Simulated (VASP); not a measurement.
Write the native input for VASP 6.6.1 that does the following.

| Property | Result |
| --- | --- |
| Task | single point |
| Functional | PBEsol |
| Potentials or basis | VASP PAW PBE potentials, release 64 (Be) |
| Cutoff | 520 eV |
| k mesh | 22 × 22 × 12 |
| Occupations | fermi-dirac, width 0.1 eV |
| Spin | no spin polarisation |
| Dipole correction | no |
| Further INCAR settings | ALGO = Normal; EDIFF = 1e-06; NBANDS = 9 |

The structure of Be lies in POSCAR:

```
Be
1.0
    2.2599886394      0.0000000000      0.0000000000
   -1.1299943197      1.9572075740      0.0000000000
    0.0000000000      0.0000000000      3.5445022471
Be
2
Direct
    0.3333333333      0.6666666667      0.2500000000
    0.6666666667      0.3333333333      0.7500000000
```

These files were run (other wordings do the same):

INCAR

```
SYSTEM = Be
  PREC = Accurate
  ENCUT = 520
  EDIFF = 1E-6
  ISMEAR = -1
  SIGMA = 0.1
  LREAL = .FALSE.
  LASPH = .TRUE.
  NELM = 60
  ALGO = Normal
  ISIF = 2
  LWAVE = .FALSE.
  LCHARG = .FALSE.
  GGA = PS
  NBANDS = 9
```

KPOINTS

```
Automatic mesh
0
G
  22 22 12
  0 0 0
```

Potentials or basis: VASP PAW PBE potentials, release 64 (Be).

The run is started by

```console
$ cat potpaw_PBE.64/Be/POTCAR > POTCAR
$ mpirun -np 1 vasp_std > vasp.out
```

Results of the run:

| Quantity | Value |
| --- | --- |
| Pressure | 0.4 GPa |
| Band gap on the k mesh | zero (bands 2 and 3 overlap by 1.98 eV) |

Caveat: the PAW data sets were made with another functional, which shifts forces and pressure a little.

Wall time 48 s on 1 thread of Intel Xeon 8259CL (shared host), peak memory 0.16 GiB.
